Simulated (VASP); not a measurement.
A run of VASP 6.6.1 is set up as follows.

Contents of INCAR:

```
SYSTEM = Te2Mo
ALGO = Normal ; EDIFF = 1E-7
ENCUT = 520 ; GGA = PE
ISIF = 2 ; ISMEAR = 0
LASPH = .TRUE. ; LCHARG = .FALSE.
LREAL = .FALSE. ; LWAVE = .FALSE.
NBANDS = 35 ; NELM = 80
PREC = Accurate ; SIGMA = 0.02
```

The input KPOINTS:

```
k-points
0
G
  12 12 2
  0 0 0
```

The input POSCAR:

```
Te2Mo
1.0
    3.5566632851      0.0000000000      0.0000000000
   -1.7783316425      3.0801607576      0.0000000000
    0.0000000000      0.0000000000     15.3316117498
Te Mo
4 2
Direct
    0.3333333333      0.6666666667      0.6320701805
    0.6666666667      0.3333333333      0.1320701805
    0.6666666667      0.3333333333      0.3679298195
    0.3333333333      0.6666666667      0.8679298195
    0.3333333333      0.6666666667      0.2500000000
    0.6666666667      0.3333333333      0.7500000000
```

Potentials or basis: VASP PAW PBE potentials, release 64 (Te, Mo_sv).

Command:

```bash
$ cat potpaw_PBE.64/Te/POTCAR potpaw_PBE.64/Mo_sv/POTCAR > POTCAR
$ mpirun -np 1 vasp_std > vasp.out
```

(1) What does it give for the pressure?

(2) Predict the largest force.

Results:

(1) 0.0 GPa.

(2) 0.013 eV/Å.

Caveat: this functional lacks dispersion, which binds the layers, so the pressure and a relaxed spacing across them are unreliable.
